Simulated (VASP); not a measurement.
# Zn3S5 (P3m1) in VASP: notebook

Runs on Zn3S5. Level: PBE. Tasks: single point, relaxation of cell and atoms.

Everything below comes from runs of VASP 6.6.1. Logs are shortened: lines on timing, memory, paths and dates and some standing lists are left out, and cuts for length are marked.

### Step 1. The cell of the first run

Symmetry: P3m1, No. 156, trigonal system. The conventional cell has a = 3.931 Å, b = 3.931 Å, c = 13.350 Å, α = 90.00°, β = 90.00°, γ = 120.00°. Zn (site symmetry 3m) has 4 S at 2.37 to 2.40 Å within 3.1 Å. Zn (site symmetry 3m) has 4 S at 2.35 to 2.38 Å within 3.1 Å. Within 3.1 Å of Zn (site symmetry 3m) lie 4 S at 2.32 to 2.38 Å. Within 3.1 Å of S (site symmetry 3m) lie 4 Zn at 2.37 to 2.38 Å. Within 2.8 Å of S (site symmetry 3m) lie 1 S at 2.08 Å and 1 Zn at 2.32 Å. S (site symmetry 3m) has 1 S at 2.08 Å and 3 Zn at 2.40 Å within 2.8 Å. Within 2.7 Å of S (site symmetry 3m) lie 1 S at 2.06 Å and 1 Zn at 2.35 Å. S (site symmetry 3m) has 1 S at 2.06 Å and 3 Zn at 2.38 Å within 2.7 Å.

### Step 2. Single point, PBE

The input, INCAR:

```
SYSTEM = Zn3S5
PREC     = Accurate       ! precision mode
ENCUT    = 520            ! plane-wave cutoff, eV
EDIFF    = 1E-7           ! SCF threshold, eV
ISMEAR   = 0              ! smearing method
SIGMA    = 0.2            ! smearing width, eV
LREAL    = .FALSE.        ! projectors in reciprocal space
LASPH    = .TRUE.         ! aspherical terms in the spheres
NELM     = 100            ! most SCF steps
ALGO     = Normal         ! electronic algorithm
ISIF     = 2              ! what is computed and relaxed
LWAVE    = .FALSE.        ! write WAVECAR
LCHARG   = .FALSE.        ! write CHGCAR
GGA      = PE             ! functional
NBANDS   = 43             ! bands
```

The input, KPOINTS:

```
Automatic mesh
0
G
  5 5 2
  0 0 0
```

The input, POSCAR:

```
Zn3S5
1.0
    3.9309620159      0.0000000000      0.0000000000
   -1.9654810080      3.4043129671      0.0000000000
    0.0000000000      0.0000000000     13.3499500803
Zn S
3 5
Direct
    0.0000000000      0.0000000000     -0.0010517121
    0.3333333333      0.6666666667      0.2289967050
    0.6666666667      0.3333333333      0.6118441552
    0.0000000000      0.0000000000      0.1763149540
    0.6666666667      0.3333333333      0.7855698592
    0.6666666667      0.3333333333      0.9414869893
    0.3333333333      0.6666666667      0.4048350762
    0.3333333333      0.6666666667      0.5590039732
```

Potentials or basis: VASP PAW PBE potentials, release 64 (Zn, S).

The run is started by

```console
$ cat potpaw_PBE.64/Zn/POTCAR potpaw_PBE.64/S/POTCAR > POTCAR
$ mpirun -np 1 vasp_std > vasp.out
```

OUTCAR:

```text
SYSTEM = Zn3S5
   PREC = Accurate
   ENCUT = 520
   EDIFF = 1E-7
   ISMEAR = 0
   LREAL = .FALSE.
   LASPH = .TRUE.
   NELM = 100
   ISIF = 2
   GGA = PE

 ion  position               nearest neighbor table
   1  0.000  0.000  0.999-   4 2.37   6 2.40   6 2.40   6 2.40
   2  0.333  0.667  0.229-   7 2.35   4 2.38   4 2.38   4 2.38
   3  0.667  0.333  0.612-   5 2.32   8 2.38   8 2.38   8 2.38
   4  0.000  0.000  0.176-   1 2.37   2 2.38   2 2.38   2 2.38
   5  0.667  0.333  0.786-   6 2.08   3 2.32
   6  0.667  0.333  0.941-   5 2.08   1 2.40   1 2.40   1 2.40
   7  0.333  0.667  0.405-   8 2.06   2 2.35
   8  0.333  0.667  0.559-   7 2.06   3 2.38   3 2.38   3 2.38

  LATTYP: Found a hexagonal cell.
 ALAT       =     3.9309620159
 C/A-ratio  =     3.3961025383

  Lattice vectors:

 A1 = (   3.9309620159,   0.0000000000,   0.0000000000)
 A2 = (  -1.9654810080,   3.4043129671,   0.0000000000)
 A3 = (   0.0000000000,   0.0000000000,  13.3499500803)

Analysis of symmetry for initial positions (statically):
=====================================================================
 Subroutine PRICEL returns:
 Original cell was already a primitive cell.

 Routine SETGRP: Setting up the symmetry group for a
 hexagonal supercell.

 Subroutine GETGRP returns: Found  6 space group operations
 (whereof  6 operations were pure point group operations)
 out of a pool of 24 trial point group operations.

The static configuration has the point symmetry C_3v.

Analysis of symmetry for dynamics (positions and initial velocities):
=====================================================================
 Subroutine PRICEL returns:
 Original cell was already a primitive cell.

 Routine SETGRP: Setting up the symmetry group for a
 hexagonal supercell.

 Subroutine GETGRP returns: Found  6 space group operations
 (whereof  6 operations were pure point group operations)
 out of a pool of 24 trial point group operations.

The dynamic configuration has the point symmetry C_3v.

 Subroutine INISYM returns: Found  6 space group operations
 (whereof  6 operations are pure point group operations),
 and found     1 'primitive' translations

----------------------------------------------------------------------------------------

                                     Primitive cell

  volume of cell :     178.6520

  direct lattice vectors                    reciprocal lattice vectors
     3.930962016  0.000000000  0.000000000     0.254390654  0.146872513  0.000000000
    -1.965481008  3.404312967  0.000000000     0.000000000  0.293745026  0.000000000
     0.000000000  0.000000000 13.349950080     0.000000000  0.000000000  0.074906647

  length of vectors
     3.930962016  3.930962016 13.349950080     0.293745026  0.293745026  0.074906647

  position of ions in fractional coordinates (direct lattice)
     0.000000000  0.000000000  0.998948288
     0.333333333  0.666666667  0.228996705
     0.666666667  0.333333333  0.611844155
     0.000000000  0.000000000  0.176314954
     0.666666667  0.333333333  0.785569859
     0.666666667  0.333333333  0.941486989
     0.333333333  0.666666667  0.404835076
     0.333333333  0.666666667  0.559003973

  ion indices of the primitive-cell ions
   primitive index   ion index
                 1           1
                 2           2
                 3           3
                 4           4
                 5           5
                 6           6
                 7           7
                 8           8

----------------------------------------------------------------------------------------

 KPOINTS: Automatic mesh

Automatic generation of k-mesh.
 Grid dimensions read from file:
 generate k-points for:    5    5    2

 Generating k-lattice:

  Cartesian coordinates                     Fractional coordinates (reciprocal lattice)
     0.050878131  0.029374503  0.000000000     0.200000000 -0.000000000  0.000000000
     0.000000000  0.058749005  0.000000000     0.000000000  0.200000000  0.000000000
     0.000000000  0.000000000  0.037453324     0.000000000  0.000000000  0.500000000

  Length of vectors
     0.058749005  0.058749005  0.037453324

  Shift w.r.t. Gamma in fractional coordinates (k-lattice)
     0.000000000  0.000000000  0.000000000

 Subroutine IBZKPT returns following result:
 ===========================================

 Found     10 irreducible k-points:

 Following reciprocal coordinates:
            Coordinates               Weight
  0.000000  0.000000  0.000000      1.000000
  0.200000  0.000000  0.000000      6.000000
  0.400000  0.000000  0.000000      6.000000
  0.200000  0.200000  0.000000      6.000000
  0.400000  0.200000  0.000000      6.000000
  0.000000  0.000000  0.500000      1.000000
  0.200000  0.000000  0.500000      6.000000
  0.400000  0.000000  0.500000      6.000000
  0.200000  0.200000  0.500000      6.000000
  0.400000  0.200000  0.500000      6.000000
   k-points           NKPTS =     10   k-points in BZ     NKDIM =     10   number of bands    NBANDS=     43
   number of dos      NEDOS =    301   number of ions     NIONS =      8
   total plane-waves  NPLWV =  90000
   dimension x,y,z NGX =    30 NGY =   30 NGZ =  100
   dimension x,y,z NGXF=    60 NGYF=   60 NGZF=  200
   ions per type =               3   5
   NGX,Y,Z   is equivalent  to a cutoff of  12.69, 12.69, 12.45 a.u.
   NGXF,Y,Z  is equivalent  to a cutoff of  25.37, 25.37, 24.91 a.u.
 SYSTEM =  Zn3S5
   PREC   = accura    normal or accurate (medium, high low for compatibility)
   ISTART =      0    job   : 0-new  1-cont  2-samecut
   ICHARG =      2    charge: 1-file 2-atom 10-const
   ISPIN  =      1    spin polarized calculation?
   LNONCOLLINEAR =      F non collinear calculations
   LSORBIT =      F    spin-orbit coupling
   LASPH  =      T    aspherical Exc in radial PAW
   ENCUT  =  520.0 eV  38.22 Ry    6.18 a.u.   7.31  7.31 24.82*2*pi/ulx,y,z
   NELM   =    100;   NELMIN=  2; NELMDL= -5     # of ELM steps
   EDIFF  = 0.1E-06   stopping-criterion for ELM
   LREAL  =      F    real-space projection
   EDIFFG = 0.1E-05   stopping-criterion for IOM
   NSW    =      0    number of steps for IOM
   IBRION =     -1    ionic relax: 0-MD 1-quasi-New 2-CG
   NFREE  =      0    steps in history (QN), initial steepest desc. (CG)
   ISIF   =      2    stress and relaxation
   ISYM   =      2    0-nonsym 1-usesym 2-fastsym
   POTIM  = 0.5000    time-step for ionic-motion
   TEBEG  =    0.0;   TEEND  =   0.0 temperature during run
   PSTRESS=    0.0 pullay stress
   NELECT =      66.0000    total number of electrons
   NUPDOWN=      -1.0000    fix difference up-down
   EMIN   =  10.00;   EMAX   =-10.00  energy-range for DOS
   EFERMI =   0.00;   METHOD = LEGACY
   ISMEAR =     0;   SIGMA  =   0.20  broadening in eV -4-tet -1-fermi 0-gaus
   EFERMI_NEDOS =   21; number of points for ismear=-14 and -15
   IALGO  =     38    algorithm
   IMIX   =      4    mixing-type and parameters
     AMIX     =   0.40;   BMIX     =  1.00
     AMIX_MAG =   1.60;   BMIX_MAG =  1.00
  volume/ion in A,a.u.               =      22.33       150.70
  Fermi-wavevector in a.u.,A,eV,Ry     =   1.174682  2.219826 18.774363  1.379877
  Thomas-Fermi vector in A             =   2.311075
   LORBIT       =      0    0 simple, 1 ext, 2 COOP (PROOUT), +10 PAW based schemes
   GGA     = PE    functional components
   LHFCALC =     F    Hartree Fock is set to
   AEXX    =    0.0000 exact exchange contribution
   IVDW    =     0    specifies the selected vdW correction
   LEPSILON=     F    determine dielectric tensor
   LRPA    =     F    only Hartree local field effects (RPA)
 non-spin polarized calculation
 Gauss-broadening in eV      SIGMA  =   0.20
  energy-cutoff  :      520.00
  volume of cell :      178.65
 maximum number of plane-waves:      4874
 NGX is ok and might be reduce to    30
   NGX = 15   NGY = 15   NGZ = 49

 number of electron      65.9999954 magnetization

 Free energy of the ion-electron system (eV)
  ---------------------------------------------------
  ext. energy  EPLUGINS =         0.00000000
  ---------------------------------------------------
  free energy    TOTEN  =       -24.99131442 eV

  energy without entropy =      -24.92801835  energy(sigma->0) =      -24.95966639

 E-fermi :   2.9548     XC(G=0):  -9.0006

 val. band max:        2.9495947102   @ k =   0.0000   0.0000   0.5000
 cond. band min:       2.9783381779   @ k =   0.0000   0.0000   0.5000
 fundamental gap:      0.0287434677
 Fermi energy:         2.9548498965

 k-point     1 :       0.0000    0.0000    0.0000
  band No.  band energies     occupation
      1     -12.9956      2.00000
      2     -12.8277      2.00000
      3     -11.4769      2.00000
      4      -9.0797      2.00000
      5      -8.7587      2.00000
      6      -5.2649      2.00000
[... 35 lines left out ...]
     42       7.7690      0.00000
     43       7.7691      0.00000

 k-point     2 :       0.2000    0.0000    0.0000
  band No.  band energies     occupation
      1     -12.8680      2.00000
      2     -12.7032      2.00000
      3     -11.3040      2.00000
      4      -8.9380      2.00000
      5      -8.6541      2.00000
      6      -5.2439      2.00000
[... 35 lines left out ...]
     42       7.9744      0.00000
     43       8.1517      0.00000

 k-point     3 :       0.4000    0.0000    0.0000
  band No.  band energies     occupation
      1     -12.6467      2.00000
      2     -12.4883      2.00000
      3     -10.9915      2.00000
      4      -8.6699      2.00000
      5      -8.4944      2.00000
      6      -5.2153      2.00000
[... 275 lines left out ...]
      6      -5.1753      2.00000
[... 35 lines left out ...]
     42       7.9735      0.00000
     43       8.0456      0.00000

 k-point    10 :       0.4000    0.2000    0.5000
  band No.  band energies     occupation
      1     -12.5767      2.00000
      2     -12.4199      2.00000
      3     -10.8897      2.00000
      4      -8.5524      2.00000
      5      -8.4754      2.00000
      6      -5.1446      2.00000
[... 35 lines left out ...]
     42       8.3442      0.00000
     43       9.1244      0.00000

------------------------ aborting loop because EDIFF is reached ----------------------------------------

  FORCE on cell =-STRESS in cart. coord.  units (eV):
  Direction    XX          YY          ZZ          XY          YZ          ZX
  --------------------------------------------------------------------------------------
  -------------------------------------------------------------------------------------
  Total        0.1164999      0.1164999     -0.4513962     -0.0000000      0.0000000     -0.0000000
  in kB        1.0447881      1.0447881     -4.0481865     -0.0000000      0.0000000     -0.0000000
  external PRESSURE =      -0.6528701 kB  Pullay stress =       0.0000000 kB

 VOLUME and BASIS-vectors are now :
 -----------------------------------------------------------------------------
  energy-cutoff  :      520.00
  volume of cell :      178.65
      direct lattice vectors                 reciprocal lattice vectors
     3.930962016  0.000000000  0.000000000     0.254390654  0.146872513  0.000000000
    -1.965481008  3.404312967  0.000000000     0.000000000  0.293745026  0.000000000
     0.000000000  0.000000000 13.349950080     0.000000000  0.000000000  0.074906647

 POSITION                                       TOTAL-FORCE (eV/Angst)
 -----------------------------------------------------------------------------------
      0.00000      0.00000     13.33591        -0.000000      0.000000      0.007727
     -0.00000      2.26954      3.05709         0.000000      0.000000     -0.003961
      1.96548      1.13477      8.16809         0.000000     -0.000000     -0.014279
      0.00000      0.00000      2.35380        -0.000000     -0.000000     -0.004853
      1.96548      1.13477     10.48732         0.000000      0.000000      0.114084
      1.96548      1.13477     12.56880        -0.000000     -0.000000     -0.124023
     -0.00000      2.26954      5.40453         0.000000      0.000000      0.182993
     -0.00000      2.26954      7.46268         0.000000     -0.000000     -0.157688
 -----------------------------------------------------------------------------------
    total drift:                               -0.000002     -0.000001      0.002685

  FREE ENERGIE OF THE ION-ELECTRON SYSTEM (eV)
  ---------------------------------------------------
  free  energy   TOTEN  =       -24.9913144161 eV

  energy  without entropy=      -24.9280183543  energy(sigma->0) =      -24.95966639
```

Run time: 1.9 min. Hardware: 1 thread of Intel Xeon Platinum 8488C (Sapphire Rapids), shared host; peak memory 0.3 GiB.

Results:

* Free energy: -24.9913 eV
* Pressure: -0.1 GPa
* Largest force: 0.183 eV/Å
* Band gap on the k mesh: zero (bands 33 and 34 overlap by 0.05 eV)

Forces on the atoms (eV/Å):
```
Zn   0.000  0.000  0.008
Zn   0.000  0.000 -0.004
Zn   0.000  0.000 -0.014
S    0.000  0.000 -0.005
S    0.000  0.000  0.114
S    0.000  0.000 -0.124
S    0.000  0.000  0.183
S    0.000  0.000 -0.158
```

Levels at points of the mesh, in eV from the Fermi level:
```tsv
k point	band 31	band 32	band 33	band 34	band 35	band 36
(0.00, 0.00, 0.00)	-0.28	-0.28	0.07	0.07	0.67	0.83
(0.00, 0.00, 0.50)	-0.23	-0.03	-0.01	0.02	0.02	0.86
```

Caveat: the k points lie up to 0.37 Å⁻¹ apart; semilocal functionals underestimate gaps, so a narrow gap can read as zero.

### Step 3. Relaxation of cell and atoms, PBE

This run uses another cell than the first one, of 21.90 Å³/atom.

The input, INCAR:

```
SYSTEM = Zn3S5
PREC     = Accurate       ! precision mode
ENCUT    = 600            ! plane-wave cutoff, eV
EDIFF    = 1E-6           ! SCF threshold, eV
ISMEAR   = 0              ! smearing method
SIGMA    = 0.2            ! smearing width, eV
LREAL    = .FALSE.        ! projectors in reciprocal space
LASPH    = .TRUE.         ! aspherical terms in the spheres
NELM     = 60             ! most SCF steps
ALGO     = Normal         ! electronic algorithm
ISIF     = 3              ! what is computed and relaxed
LWAVE    = .FALSE.        ! write WAVECAR
LCHARG   = .FALSE.        ! write CHGCAR
GGA      = PE             ! functional
IBRION   = 2              ! ionic algorithm
NSW      = 36             ! ionic steps
EDIFFG   = -0.08          ! ionic threshold
```

The input, KPOINTS:

```
regular mesh
0
G
  5 5 2
  0 0 0
```

The input, POSCAR:

```
Zn3S5
1.0
    3.8500000000      0.0000000000      0.0000000000
   -1.9250000000      3.3341978000      0.0000000000
    0.0000000000      0.0000000000     13.6500000000
Zn S
3 5
Direct
    0.0000000000      0.0000000000      0.0000000000
    0.3333333300      0.6666666700      0.2310000000
    0.6666666700      0.3333333300      0.6150000000
    0.0000000000      0.0000000000      0.1720000000
    0.6666666700      0.3333333300      0.7880000000
    0.6666666700      0.3333333300      0.9410000000
    0.3333333300      0.6666666700      0.4030000000
    0.3333333300      0.6666666700      0.5570000000
```

Potentials or basis: VASP PAW PBE potentials, release 64 (Zn, S).

The run is started by

```console
$ cat potpaw_PBE.64/Zn/POTCAR potpaw_PBE.64/S/POTCAR > POTCAR
$ mpirun -np 1 vasp_std > vasp.out
```

It took 9.2 min on 1 thread of Intel Xeon Platinum 8488C (Sapphire Rapids), shared host; peak memory 0.37 GiB.

Results (log left out):

```yaml
Free_energy: -24.9928 eV
Relaxed_volume: 22.36 Å³/atom
Relaxed_cell: a = 3.935 Å, b = 3.935 Å, c = 13.342 Å, α = 90.00°, β = 90.00°, γ = 120.00°
Space_group_after_relaxing_to_0.1_Å: P3m1 (No. 156)
Energy_gained_by_relaxing: 8.5 meV/atom
Ionic_steps: 9
Pressure_after_relaxing: 0.0 GPa
Largest_force_after_relaxing: 0.074 eV/Å
Band_gap_on_the_k_mesh: zero (bands 33 and 34 overlap by 0.05 eV)
```

Forces on the atoms (eV/Å):
```
Zn   0.000  0.000  0.046
Zn   0.000  0.000  0.015
Zn   0.000  0.000 -0.051
S    0.000  0.000 -0.061
S    0.000  0.000  0.022
S    0.000  0.000 -0.021
S    0.000  0.000  0.074
S    0.000  0.000 -0.023
```

Stress tensor (GPa, compression positive):
```
 0.02  0.00  0.00
 0.00  0.02  0.00
 0.00  0.00 -0.14
```

The path:
| step | energy change (eV) | largest force (eV/Å) | pressure (GPa) | volume (Å³) |
| --- | --- | --- | --- | --- |
| 1 | 0.0000 | 0.4145 | 0.46 | 175.22 |
| 2 | -0.0411 | 0.3083 | 0.40 | 176.81 |
| 3 | -0.0426 | 0.3618 | 0.43 | 177.17 |
| 4 | -0.0573 | 0.1712 | -0.20 | 179.37 |
| 5 | -0.0584 | 0.1790 | -0.42 | 180.17 |
| 6 | -0.0649 | 0.1483 | -0.12 | 179.31 |
| 7 | -0.0663 | 0.1307 | 0.07 | 178.78 |
| 8 | -0.0664 | 0.1280 | 0.12 | 178.69 |
| 9 | -0.0681 | 0.0741 | -0.03 | 178.90 |

Final structure:
```
CELL_PARAMETERS angstrom
3.93481 0.00000 0.00000
-1.96740 3.40764 0.00000
0.00000 0.00000 13.34242
ATOMIC_POSITIONS crystal
Zn 0.00000 0.00000 0.99857
Zn 0.33333 0.66667 0.22871
Zn 0.66667 0.33333 0.61232
S 0.00000 0.00000 0.17680
S 0.66667 0.33333 0.78592
S 0.66667 0.33333 0.94111
S 0.33333 0.66667 0.40506
S 0.33333 0.66667 0.55852
```

Levels at points of the mesh, in eV from the Fermi level:
| k point | band 29 | band 30 | band 31 | band 32 | band 33 | band 34 | band 35 | band 36 | band 37 | band 38 |
| --- | --- | --- | --- | --- | --- | --- | --- | --- | --- | --- |
| (0.00, 0.00, 0.00) | -2.53 | -0.99 | -0.29 | -0.29 | 0.06 | 0.06 | 0.67 | 0.79 | 1.49 | 2.33 |
| (0.00, 0.00, 0.50) | -2.54 | -0.25 | -0.25 | -0.04 | -0.02 | 0.01 | 0.01 | 0.82 | 1.28 | 2.46 |

Caveat: the k points lie up to 0.37 Å⁻¹ apart in the final cell; semilocal functionals underestimate gaps, so a narrow gap can read as zero; the relaxation stopped at a loose force limit of 0.08 eV/Å, so its end isn't a converged minimum.
